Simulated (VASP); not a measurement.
## Ir: relaxation of volume and atoms at fixed shape with LDA

Ir:

```
Ir
1.0
     0.00000    1.91560    1.91560
     1.91560    0.00000    1.91560
     1.91560    1.91560    0.00000
Ir
1
Direct
  0.00000 0.00000 0.00000
```

```json
{
  "Program": "VASP 6.6.1",
  "Task": "relaxation of volume and atoms at fixed shape",
  "Functional": "LDA",
  "Potentials or basis": "VASP PAW LDA potentials, release 64 (Ir)",
  "Cutoff": "600 eV",
  "k mesh": "21 × 21 × 21",
  "Occupations": "methfessel-paxton, width 0.05 eV",
  "Spin": "no spin polarisation",
  "Dipole correction": "no",
  "Further INCAR settings": "ALGO = Normal; EDIFF = 1e-06; IBRION = 2; EDIFFG = -0.02; NSW = 80; ISIF = 8"
}
```

| Quantity | Value |
| --- | --- |
| Relaxed volume | 13.93 Å³/atom |
| Relaxed cell | a = 2.701 Å, b = 2.701 Å, c = 2.701 Å, α = 60.00°, β = 60.00°, γ = 60.00° |
| Space group after relaxing (to 0.05 Å) | Fm-3m (No. 225) |
| Energy gained by relaxing | 1.5 meV/atom |
| Ionic steps | 3 |
| Pressure after relaxing | -0.1 GPa |

Step by step:
```csv
step,energy change (eV),largest force (eV/Å),pressure (GPa),volume (Å³)
1,0.0000,0.0000,-3.67,14.06
2,0.0244,0.0000,16.76,13.41
3,-0.0015,0.0000,-0.07,13.93
```

Final structure:
```cif
data_structure
_symmetry_space_group_name_H-M 'P 1'
_symmetry_Int_Tables_number 1
_cell_length_a 2.7008
_cell_length_b 2.7008
_cell_length_c 2.7008
_cell_angle_alpha 60.000
_cell_angle_beta 60.000
_cell_angle_gamma 60.000
_cell_volume 13.93
loop_
_atom_site_label
_atom_site_type_symbol
_atom_site_fract_x
_atom_site_fract_y
_atom_site_fract_z
_atom_site_occupancy
Ir1 Ir 0.00000 0.00000 0.00000 1
```

Levels at points of the mesh, in eV from the Fermi level:
| k point | band 1 | band 2 | band 3 | band 4 | band 5 | band 6 | band 7 | band 8 |
| --- | --- | --- | --- | --- | --- | --- | --- | --- |
| (0.00, 0.00, 0.00) | -11.30 | -4.03 | -4.03 | -4.03 | -1.24 | -1.24 | 14.29 | 19.92 |

Run time: 93 s on 1 thread of AMD EPYC 9R45 (Zen 5), with other jobs on the host, peak memory 0.16 GiB.

Caveat: spin-orbit coupling is left out, which moves the levels of the heavy elements. LDA usually gives volumes a few per cent too small.
